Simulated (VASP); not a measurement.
Set up this calculation in VASP 6.6.1, as the native input.

| Quantity | Value |
| --- | --- |
| Task | single point |
| Functional | PBE |
| Potentials or basis | VASP PAW PBE potentials, release 64 (Ca_sv, F) |
| Cutoff | 600 eV |
| k mesh | 6 × 6 × 4 |
| Occupations | gaussian, width 0.1 eV |
| Spin | no spin polarisation |
| Dipole correction | no |
| Further INCAR settings | ALGO = Normal; EDIFF = 1e-06; NBANDS = 16 |

The structure of CaF lies in POSCAR:

```
CaF
1.0
    1.9029334300     -2.6143345200      0.0000000000
    1.9029334300      2.6143345200      0.0000000000
    0.0000000000      0.0000000000      3.8744381100
Ca F
1 1
Direct
    0.0000000000      0.0000000000      0.5000000000
    0.5000000000      0.5000000000      0.0000000000
```

The input as run:

INCAR

```
PREC = Accurate
ENCUT = 600
EDIFF = 1E-6
ISMEAR = 0
SIGMA = 0.1
LREAL = False
LASPH = True
NELM = 120
ALGO = Normal
ISIF = 2
LWAVE = False
LCHARG = False
GGA = PE
NBANDS = 16
GGA_COMPAT = False
```

KPOINTS

```
Automatic mesh
0
Gamma
  6 6 4
```

Potentials or basis: VASP PAW PBE potentials, release 64 (Ca_sv, F).

Launch:

```console
$ cat potpaw_PBE.64/Ca_sv/POTCAR potpaw_PBE.64/F/POTCAR > POTCAR
$ mpirun -np 1 vasp_std > vasp.out
```

Results of the run:

* Pressure: 0.1 GPa

Caveat: the k points lie up to 0.41 Å⁻¹ apart; an odd number of electrons without spin polarisation forces a metal; a magnetic or distorted state may lie lower.

Run time: 11 s on 1 thread of Intel(R) Xeon(R) 6975P-C (Granite Rapids), with other jobs on the host, peak memory 0.18 GiB.
